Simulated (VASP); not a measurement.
# Ba2Nb (Fm-3m) in VASP: a series of runs

The runs below take Ba2Nb through single point, relaxation of cell and atoms, with PBE.

All numbers are computed with VASP 6.6.1; they aren't measurements. Logs are shortened: lines on timing, memory, paths and dates and some standing lists are left out, and cuts for length are marked.

## (1) The cell of the first run

It takes space group Fm-3m (No. 225, cubic). The conventional cell has a = 8.028 Å, b = 8.028 Å, c = 8.028 Å, α = 90.00°, β = 90.00°, γ = 90.00°. Within 4.6 Å of Ba (site symmetry -43m) lie 4 Nb at 3.48 Å and 6 Ba at 4.01 Å. Nb (site symmetry m-3m) has 8 Ba at 3.48 Å within 4.6 Å.

## (2) Single point, PBE

INCAR

```
SYSTEM = Ba2Nb
ALGO = Normal
EDIFF = 1E-6
ENCUT = 520
GGA = PE
ISIF = 2
ISMEAR = 0
LASPH = .True.
LCHARG = .False.
LREAL = .False.
LWAVE = .False.
NBANDS = 24
NELM = 100
PREC = Accurate
SIGMA = 0.1
```

KPOINTS

```
k-points
0
Gamma
  4 4 4
  0 0 0
```

POSCAR

```
Ba2Nb
1.0
    0.0000000000      4.0139665542      4.0139665542
    4.0139665542      0.0000000000      4.0139665542
    4.0139665542      4.0139665542      0.0000000000
Ba Nb
2 1
Direct
    0.2500000000      0.2500000000      0.2500000000
    0.7500000000      0.7500000000      0.7500000000
    0.0000000000      0.0000000000      0.0000000000
```

Potentials or basis: VASP PAW PBE potentials, release 64 (Ba_sv, Nb_sv).

The run is started by

```console
$ cat potpaw_PBE.64/Ba_sv/POTCAR potpaw_PBE.64/Nb_sv/POTCAR > POTCAR
$ mpirun -np 1 vasp_std > vasp.out
```

OUTCAR:

```text
SYSTEM = Ba2Nb
   EDIFF = 1E-6
   ENCUT = 520
   GGA = PE
   ISIF = 2
   ISMEAR = 0
   LASPH = .True.
   LREAL = .False.
   NELM = 100
   PREC = Accurate

 ion  position               nearest neighbor table
   1  0.250  0.250  0.250-   3 3.48   3 3.48   3 3.48   3 3.48   2 4.01   2 4.01   2 4.01   2 4.01
                             2 4.01   2 4.01
   2  0.750  0.750  0.750-   3 3.48   3 3.48   3 3.48   3 3.48   1 4.01   1 4.01   1 4.01   1 4.01
                             1 4.01   1 4.01
   3  0.000  0.000  0.000-   2 3.48   2 3.48   2 3.48   1 3.48   2 3.48   1 3.48   1 3.48   1 3.48

  LATTYP: Found a face centered cubic cell.
 ALAT       =     8.0279331084

  Lattice vectors:

 A1 = (   0.0000000000,   4.0139665542,   4.0139665542)
 A2 = (   4.0139665542,   0.0000000000,   4.0139665542)
 A3 = (   4.0139665542,   4.0139665542,   0.0000000000)

Analysis of symmetry for initial positions (statically):
=====================================================================
 Subroutine PRICEL returns:
 Original cell was already a primitive cell.

 Routine SETGRP: Setting up the symmetry group for a
 face centered cubic supercell.

 Subroutine GETGRP returns: Found 48 space group operations
 (whereof 48 operations were pure point group operations)
 out of a pool of 48 trial point group operations.

The static configuration has the point symmetry O_h .

Analysis of symmetry for dynamics (positions and initial velocities):
=====================================================================
 Subroutine PRICEL returns:
 Original cell was already a primitive cell.

 Routine SETGRP: Setting up the symmetry group for a
 face centered cubic supercell.

 Subroutine GETGRP returns: Found 48 space group operations
 (whereof 48 operations were pure point group operations)
 out of a pool of 48 trial point group operations.

The dynamic configuration has the point symmetry O_h .

 Subroutine INISYM returns: Found 48 space group operations
 (whereof 48 operations are pure point group operations),
 and found     1 'primitive' translations

----------------------------------------------------------------------------------------

                                     Primitive cell

  volume of cell :     129.3455

  direct lattice vectors                    reciprocal lattice vectors
     0.000000000  4.013966554  4.013966554    -0.124565064  0.124565064  0.124565064
     4.013966554  0.000000000  4.013966554     0.124565064 -0.124565064  0.124565064
     4.013966554  4.013966554  0.000000000     0.124565064  0.124565064 -0.124565064

  length of vectors
     5.676605940  5.676605940  5.676605940     0.215753019  0.215753019  0.215753019

  position of ions in fractional coordinates (direct lattice)
     0.250000000  0.250000000  0.250000000
     0.750000000  0.750000000  0.750000000
     0.000000000  0.000000000  0.000000000

  ion indices of the primitive-cell ions
   primitive index   ion index
                 1           1
                 2           2
                 3           3

----------------------------------------------------------------------------------------

 KPOINTS: k-points

Automatic generation of k-mesh.
 Grid dimensions read from file:
 generate k-points for:    4    4    4

 Generating k-lattice:

  Cartesian coordinates                     Fractional coordinates (reciprocal lattice)
    -0.031141266  0.031141266  0.031141266     0.250000000  0.000000000  0.000000000
     0.031141266 -0.031141266  0.031141266     0.000000000  0.250000000  0.000000000
     0.031141266  0.031141266 -0.031141266     0.000000000  0.000000000  0.250000000

  Length of vectors
     0.053938255  0.053938255  0.053938255

  Shift w.r.t. Gamma in fractional coordinates (k-lattice)
     0.000000000  0.000000000  0.000000000

 Subroutine IBZKPT returns following result:
 ===========================================

 Found      8 irreducible k-points:

 Following reciprocal coordinates:
            Coordinates               Weight
  0.000000  0.000000  0.000000      1.000000
  0.250000  0.000000  0.000000      8.000000
  0.500000  0.000000  0.000000      4.000000
  0.250000  0.250000  0.000000      6.000000
  0.500000  0.250000  0.000000     24.000000
 -0.250000  0.250000  0.000000     12.000000
  0.500000  0.500000  0.000000      3.000000
 -0.250000  0.500000  0.250000      6.000000
   k-points           NKPTS =      8   k-points in BZ     NKDIM =      8   number of bands    NBANDS=     24
   number of dos      NEDOS =    301   number of ions     NIONS =      3
   total plane-waves  NPLWV =  74088
   dimension x,y,z NGX =    42 NGY =   42 NGZ =   42
   dimension x,y,z NGXF=    84 NGYF=   84 NGZF=   84
   ions per type =               2   1
   NGX,Y,Z   is equivalent  to a cutoff of  12.30, 12.30, 12.30 a.u.
   NGXF,Y,Z  is equivalent  to a cutoff of  24.60, 24.60, 24.60 a.u.
 SYSTEM =  Ba2Nb
   PREC   = accura    normal or accurate (medium, high low for compatibility)
   ISTART =      0    job   : 0-new  1-cont  2-samecut
   ICHARG =      2    charge: 1-file 2-atom 10-const
   ISPIN  =      1    spin polarized calculation?
   LNONCOLLINEAR =      F non collinear calculations
   LSORBIT =      F    spin-orbit coupling
   LASPH  =      T    aspherical Exc in radial PAW
   ENCUT  =  520.0 eV  38.22 Ry    6.18 a.u.  10.55 10.55 10.55*2*pi/ulx,y,z
   NELM   =    100;   NELMIN=  2; NELMDL= -5     # of ELM steps
   EDIFF  = 0.1E-05   stopping-criterion for ELM
   LREAL  =      F    real-space projection
   EDIFFG = 0.1E-04   stopping-criterion for IOM
   NSW    =      0    number of steps for IOM
   IBRION =     -1    ionic relax: 0-MD 1-quasi-New 2-CG
   NFREE  =      0    steps in history (QN), initial steepest desc. (CG)
   ISIF   =      2    stress and relaxation
   ISYM   =      2    0-nonsym 1-usesym 2-fastsym
   POTIM  = 0.5000    time-step for ionic-motion
   TEBEG  =    0.0;   TEEND  =   0.0 temperature during run
   PSTRESS=    0.0 pullay stress
   NELECT =      33.0000    total number of electrons
   NUPDOWN=      -1.0000    fix difference up-down
   EMIN   =  10.00;   EMAX   =-10.00  energy-range for DOS
   EFERMI =   0.00;   METHOD = LEGACY
   ISMEAR =     0;   SIGMA  =   0.10  broadening in eV -4-tet -1-fermi 0-gaus
   EFERMI_NEDOS =   21; number of points for ismear=-14 and -15
   IALGO  =     38    algorithm
   IMIX   =      4    mixing-type and parameters
     AMIX     =   0.40;   BMIX     =  1.00
     AMIX_MAG =   1.60;   BMIX_MAG =  1.00
  volume/ion in A,a.u.               =      43.12       290.96
  Fermi-wavevector in a.u.,A,eV,Ry     =   1.038315  1.962131 14.668410  1.078098
  Thomas-Fermi vector in A             =   2.172793
   LORBIT       =      0    0 simple, 1 ext, 2 COOP (PROOUT), +10 PAW based schemes
   GGA     = PE    functional components
   LHFCALC =     F    Hartree Fock is set to
   AEXX    =    0.0000 exact exchange contribution
   IVDW    =     0    specifies the selected vdW correction
   LEPSILON=     F    determine dielectric tensor
   LRPA    =     F    only Hartree local field effects (RPA)
 non-spin polarized calculation
 Gauss-broadening in eV      SIGMA  =   0.10
  energy-cutoff  :      520.00
  volume of cell :      129.35
 maximum number of plane-waves:      3511
   NGX = 21   NGY = 21   NGZ = 21

 number of electron      32.9999999 magnetization

 Free energy of the ion-electron system (eV)
  ---------------------------------------------------
  ext. energy  EPLUGINS =         0.00000000
  ---------------------------------------------------
  free energy    TOTEN  =        -9.75790196 eV

  energy without entropy =       -9.68404661  energy(sigma->0) =       -9.72097428

 E-fermi :   2.7603     XC(G=0):  -8.4990

 val. band max:        2.6997694725   @ k =   0.5000   0.0000   0.0000
 cond. band min:       2.7614492555   @ k =   0.5000   0.2500   0.0000
 fundamental gap:      0.0616797830
 Fermi energy:         2.7603227590

 k-point     1 :       0.0000    0.0000    0.0000
  band No.  band energies     occupation
      1     -51.9297      2.00000
      2     -28.0093      2.00000
      3     -28.0093      2.00000
      4     -28.0093      2.00000
      5     -25.0976      2.00000
      6     -24.9428      2.00000
[... 16 lines left out ...]
     23       5.8192      0.00000
     24       7.0049      0.00000

 k-point     2 :       0.2500    0.0000    0.0000
  band No.  band energies     occupation
      1     -51.9297      2.00000
      2     -28.0115      2.00000
      3     -28.0094      2.00000
      4     -28.0094      2.00000
      5     -25.0718      2.00000
      6     -24.9648      2.00000
[... 16 lines left out ...]
     23       5.8016      0.00000
     24       6.7495      0.00000

 k-point     3 :       0.5000    0.0000    0.0000
  band No.  band energies     occupation
      1     -51.9297      2.00000
      2     -28.0137      2.00000
      3     -28.0095      2.00000
      4     -28.0095      2.00000
      5     -25.0199      2.00000
      6     -25.0127      2.00000
[... 16 lines left out ...]
     23       5.9164      0.00000
     24       5.9164      0.00000

 k-point     4 :       0.2500    0.2500    0.0000
  band No.  band energies     occupation
      1     -51.9297      2.00000
      2     -28.0121      2.00000
      3     -28.0095      2.00000
      4     -28.0095      2.00000
      5     -25.0667      2.00000
      6     -24.9683      2.00000
[... 16 lines left out ...]
     23       6.0414      0.00000
     24       6.9371      0.00000

 k-point     5 :       0.5000    0.2500    0.0000
  band No.  band energies     occupation
      1     -51.9297      2.00000
      2     -28.0133      2.00000
      3     -28.0106      2.00000
      4     -28.0096      2.00000
      5     -25.0316      2.00000
      6     -24.9992      2.00000
[... 16 lines left out ...]
     23       5.3292      0.00000
     24       6.1194      0.00000

 k-point     6 :      -0.2500    0.2500    0.0000
  band No.  band energies     occupation
      1     -51.9297      2.00000
      2     -28.0123      2.00000
      3     -28.0109      2.00000
      4     -28.0095      2.00000
      5     -25.0408      2.00000
      6     -24.9916      2.00000
[... 16 lines left out ...]
     23       5.6834      0.00000
     24       6.0380      0.00000

 k-point     7 :       0.5000    0.5000    0.0000
  band No.  band energies     occupation
      1     -51.9297      2.00000
      2     -28.0149      2.00000
      3     -28.0098      2.00000
      4     -28.0098      2.00000
      5     -25.0355      2.00000
      6     -24.9935      2.00000
[... 16 lines left out ...]
     23       5.5105      0.00000
     24       6.0673      0.00000

 k-point     8 :      -0.2500    0.5000    0.2500
  band No.  band energies     occupation
      1     -51.9296      2.00000
      2     -28.0123      2.00000
      3     -28.0123      2.00000
      4     -28.0098      2.00000
      5     -25.0146      2.00000
      6     -25.0146      2.00000
[... 16 lines left out ...]
     23       5.1712      0.00000
     24       5.5069      0.00000

------------------------ aborting loop because EDIFF is reached ----------------------------------------

  FORCE on cell =-STRESS in cart. coord.  units (eV):
  Direction    XX          YY          ZZ          XY          YZ          ZX
  --------------------------------------------------------------------------------------
  -------------------------------------------------------------------------------------
  Total        0.4940132      0.4940132      0.4940132      0.0000000     -0.0000000      0.0000000
  in kB        6.1192460      6.1192460      6.1192460      0.0000000     -0.0000000      0.0000000
  external PRESSURE =       6.1192460 kB  Pullay stress =       0.0000000 kB

 VOLUME and BASIS-vectors are now :
 -----------------------------------------------------------------------------
  energy-cutoff  :      520.00
  volume of cell :      129.35
      direct lattice vectors                 reciprocal lattice vectors
     0.000000000  4.013966554  4.013966554    -0.124565064  0.124565064  0.124565064
     4.013966554  0.000000000  4.013966554     0.124565064 -0.124565064  0.124565064
     4.013966554  4.013966554  0.000000000     0.124565064  0.124565064 -0.124565064

 POSITION                                       TOTAL-FORCE (eV/Angst)
 -----------------------------------------------------------------------------------
      2.00698      2.00698      2.00698        -0.000000     -0.000000     -0.000000
      6.02095      6.02095      6.02095         0.000000      0.000000      0.000000
      0.00000      0.00000      0.00000        -0.000000     -0.000000     -0.000000
 -----------------------------------------------------------------------------------
    total drift:                               -0.000000     -0.000000      0.000000

  FREE ENERGIE OF THE ION-ELECTRON SYSTEM (eV)
  ---------------------------------------------------
  free  energy   TOTEN  =        -9.7579019633 eV

  energy  without entropy=       -9.6840466051  energy(sigma->0) =       -9.72097428
```

Run time: 26 s. Hardware: 1 thread of Intel Xeon Platinum 8488C (Sapphire Rapids), shared host; peak memory 0.25 GiB.

Results:

- Free energy: -9.7579 eV
- Pressure: 0.6 GPa
- Band gap on the k mesh: zero (an odd number of electrons rules out a gap without spin polarisation)

Caveat: spin-orbit coupling is left out, which moves the levels of the heavy elements.

## (3) Relaxation of cell and atoms, PBE

This run uses another cell than the first one, of 29.75 Å³/atom.

INCAR

```
PREC = Accurate
ENCUT = 600
EDIFF = 1E-6
ISMEAR = 0
SIGMA = 0.1
LREAL = F
LASPH = T
NELM = 80
ALGO = Normal
ISIF = 3
LWAVE = F
LCHARG = F
GGA = PE
IBRION = 2
NSW = 90
EDIFFG = -0.04
```

KPOINTS

```
Automatic mesh
0
Gamma
  4 4 4
```

POSCAR

```
Ba2Nb
1.0
    0.0000000000      3.5471376996      3.5471376996
    3.5471376996      0.0000000000      3.5471376996
    3.5471376996      3.5471376996      0.0000000000
Ba Nb
2 1
Direct
    0.2500000000      0.2500000000      0.2500000000
    0.7500000000      0.7500000000      0.7500000000
    0.0000000000      0.0000000000      0.0000000000
```

Potentials or basis: VASP PAW PBE potentials, release 64 (Ba_sv, Nb_sv).

The run is started by

```console
$ cat potpaw_PBE.64/Ba_sv/POTCAR potpaw_PBE.64/Nb_sv/POTCAR > POTCAR
$ mpirun -np 1 vasp_std > vasp.out
```

OUTCAR:

```text
PREC = Accurate
   ENCUT = 600
   EDIFF = 1E-6
   ISMEAR = 0
   LREAL = F
   LASPH = T
   NELM = 80
   ISIF = 3
   GGA = PE
   IBRION = 2
   NSW = 90
   EDIFFG = -0.04

 ion  position               nearest neighbor table
   1  0.250  0.250  0.250-   3 3.07   3 3.07   3 3.07   3 3.07   2 3.55   2 3.55   2 3.55   2 3.55
                             2 3.55   2 3.55
   2  0.750  0.750  0.750-   3 3.07   3 3.07   3 3.07   3 3.07   1 3.55   1 3.55   1 3.55   1 3.55
                             1 3.55   1 3.55
   3  0.000  0.000  0.000-   2 3.07   2 3.07   2 3.07   1 3.07   2 3.07   1 3.07   1 3.07   1 3.07

  LATTYP: Found a face centered cubic cell.
 ALAT       =     7.0942753992

  Lattice vectors:

 A1 = (   0.0000000000,   3.5471376996,   3.5471376996)
 A2 = (   3.5471376996,   0.0000000000,   3.5471376996)
 A3 = (   3.5471376996,   3.5471376996,   0.0000000000)

[... 151 lines left out ...]

 number of electron      33.0000001 magnetization

 Free energy of the ion-electron system (eV)
  ---------------------------------------------------
  ext. energy  EPLUGINS =         0.00000000
  ---------------------------------------------------
  free energy    TOTEN  =        -8.67929329 eV

  energy without entropy =       -8.63621219  energy(sigma->0) =       -8.65775274

 E-fermi :   5.0444     XC(G=0): -10.0175

 val. band max:        5.0133680149   @ k =   0.5000   0.0000   0.0000
 cond. band min:       5.0485567991   @ k =   0.5000   0.2500   0.0000
 fundamental gap:      0.0351887842
 Fermi energy:         5.0444468171
[... 483 lines left out ...]
--------------------------------------- Ionic step        4  -------------------------------------------

 number of electron      33.0000005 magnetization

 Free energy of the ion-electron system (eV)
  ---------------------------------------------------
  ext. energy  EPLUGINS =         0.00000000
  ---------------------------------------------------
  free energy    TOTEN  =        -9.75949723 eV

  energy without entropy =       -9.68777246  energy(sigma->0) =       -9.72363485

 E-fermi :   2.5887     XC(G=0):  -8.3665

 val. band max:        2.4975335705   @ k =  -0.2500   0.2500   0.0000
 cond. band min:       2.6021023285   @ k =   0.2500   0.2500   0.0000
 fundamental gap:      0.1045687580
 Fermi energy:         2.5887267587
[... 212 lines left out ...]
  FREE ENERGIE OF THE ION-ELECTRON SYSTEM (eV)
  ---------------------------------------------------
  free  energy   TOTEN  =        -9.7594972288 eV

  energy  without entropy=       -9.6877724617  energy(sigma->0) =       -9.72363485

 reached required accuracy - stopping structural energy minimisation
```

OSZICAR:

```text
N       E                     dE             d eps       ncg     rms          rms(c)
DAV:   1     0.323953373234E+03    0.32395E+03   -0.17337E+04   320   0.170E+03
DAV:   2     0.150835984657E+02   -0.30887E+03   -0.30256E+03   456   0.464E+02
DAV:   3    -0.718809321982E+01   -0.22272E+02   -0.21780E+02   540   0.103E+02
[... 51 lines left out ...]
DAV:   7    -0.975948420429E+01   -0.10753E-02   -0.54779E-03   528   0.366E-01    0.371E-02
DAV:   8    -0.975949951140E+01   -0.15307E-04   -0.40510E-04   476   0.100E-01    0.165E-02
DAV:   9    -0.975950216634E+01   -0.26549E-05   -0.31090E-05   428   0.251E-02    0.108E-02
DAV:  10    -0.975949739992E+01    0.47664E-05   -0.28050E-05   576   0.204E-02    0.402E-03
DAV:  11    -0.975949722879E+01    0.17113E-06   -0.15339E-06   244   0.591E-03
   4 F= -.97594972E+01 E0= -.97236348E+01  d E =-.108020E+01
```

Wall time 74 s (1 thread of Intel Xeon Platinum 8488C (Sapphire Rapids), shared host); peak memory 0.25 GiB.

What came out:

```yaml
Free_energy: -9.7595 eV
Relaxed_volume: 44.67 Å³/atom
Relaxed_cell: a = 5.744 Å, b = 5.744 Å, c = 5.744 Å, α = 60.00°, β = 60.00°, γ = 60.00°
Space_group_after_relaxing_to_0.1_Å: Fm-3m (No. 225)
Energy_gained_by_relaxing: 360.1 meV/atom
Ionic_steps: 4
Pressure_after_relaxing: 0.0 GPa
Band_gap_on_the_k_mesh: zero (an odd number of electrons rules out a gap without spin polarisation)
```

Step by step:
| step | energy change (eV) | largest force (eV/Å) | pressure (GPa) | volume (Å³) |
| --- | --- | --- | --- | --- |
| 1 | 0.0000 | 0.0000 | 9.75 | 89.26 |
| 2 | -0.9342 | 0.0000 | 2.71 | 114.76 |
| 3 | -1.0584 | 0.0000 | -0.84 | 141.99 |
| 4 | -1.0802 | 0.0000 | 0.00 | 134.02 |

Final structure:
```
Ba Nb
1.0
     0.00000    4.06172    4.06172
     4.06172    0.00000    4.06172
     4.06172    4.06172    0.00000
Ba Nb
2 1
Direct
  0.25000 0.25000 0.25000
  0.75000 0.75000 0.75000
  0.00000 0.00000 0.00000
```

Levels at points of the mesh, in eV from the Fermi level:
```csv
k point,band 13,band 14,band 15,band 16,band 17,band 18,band 19,band 20
"(0.00, 0.00, 0.00)",-2.89,-0.72,-0.72,0.29,0.29,0.29,0.43,0.43
"(0.50, 0.00, 0.00)",-1.37,-0.20,-0.20,-0.18,-0.10,0.14,0.14,1.45
"(0.50, 0.50, 0.00)",-1.46,-0.63,-0.50,-0.17,0.04,0.04,0.39,1.37
```

Caveat: the k points lie up to 0.33 Å⁻¹ apart in the final cell, too coarse for converged energies and pressures of a metal; the volume moved by over 15 % at a fixed basis, so the end points are rough; spin-orbit coupling is left out, which moves the levels of the heavy elements.
